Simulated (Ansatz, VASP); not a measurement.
**C: VASP beside Ansatz**

```
CELL_PARAMETERS angstrom
2.49861 0.00000 0.00000
-1.24931 2.16386 0.00000
0.00000 0.00000 4.16102
ATOMIC_POSITIONS crystal
C 0.33333 0.66667 0.99986
C 0.66667 0.33333 0.49986
C 0.33333 0.66667 0.37414
C 0.66667 0.33333 0.87414
```

Alike in both runs: functional PBEsol; k mesh 9 × 9 × 6; occupations gaussian, width 0.1 eV; no spin polarisation.

Ansatz relaxed the structure, and its values are those at the end. VASP's run is a single point on that final structure, the one shown.

```csv
,VASP,Ansatz
version,VASP 6.6.1,Ansatz 0.2.0
potentials or method,"VASP PAW PBE potentials, release 64 (C_h), cutoff 1300 eV","scalar-relativistic, plane waves, PAW"
valence electrons in the cell,16,16
```

```tsv
	VASP	Ansatz	Ansatz less VASP
gap on the k mesh at the Fermi level (eV)	3.04	3.05	+0.014
least direct gap on the mesh (eV)	4.92	4.92	+0.001
pressure (GPa)	0.2	0.0	-0.19
rms of the force components (eV/Å)	0.011	0.011	-0.0001
```

VASP's potentials were made for PBE, not for PBEsol, and Ansatz warns of the same on its side.
